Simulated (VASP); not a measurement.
PtSe2:

```xyz
3
Lattice="1.8457 1.0656 5.7607 -1.8457 1.0656 5.7607 0.0000 -2.1312 5.7607" Properties=species:S:1:pos:R:3 pbc="T T T"
Pt    0.0000    0.0000    0.0000
Se    0.0000    0.0000    4.4377
Se    0.0000    0.0000   12.8444
```

Base run:

| Item | Value |
| --- | --- |
| Program | VASP 6.6.1 |
| Functional | r2SCAN |
| Potentials or basis | VASP PAW PBE potentials, release 64 (Pt, Se) |
| Cutoff | 520 eV |
| k mesh | 8 × 8 × 8 |
| Occupations | gaussian, width 0.01 eV |
| Spin | no spin polarisation |

Its results: band gap on the k mesh 0.52 eV (least direct gap 0.99 eV); pressure 1.3 GPa; largest force 0.014 eV/Å.

Question: The run is repeated on the same cell with these changes: functional from r2SCAN to PBE; occupations from gaussian, width 0.01 eV to fermi-dirac, width 0.02 eV. What comes out?

Answer: Band gap on the k mesh 0.38 eV (least direct gap 0.78 eV); pressure 3.6 GPa; largest force 0.136 eV/Å.

Caveats: spin-orbit coupling is left out, which moves the levels of the heavy elements; the PAW data sets were made with another functional, which shifts forces and pressure a little (at least some runs); the cell stands under pressure (at least some runs).

A k mesh can miss the band edges.
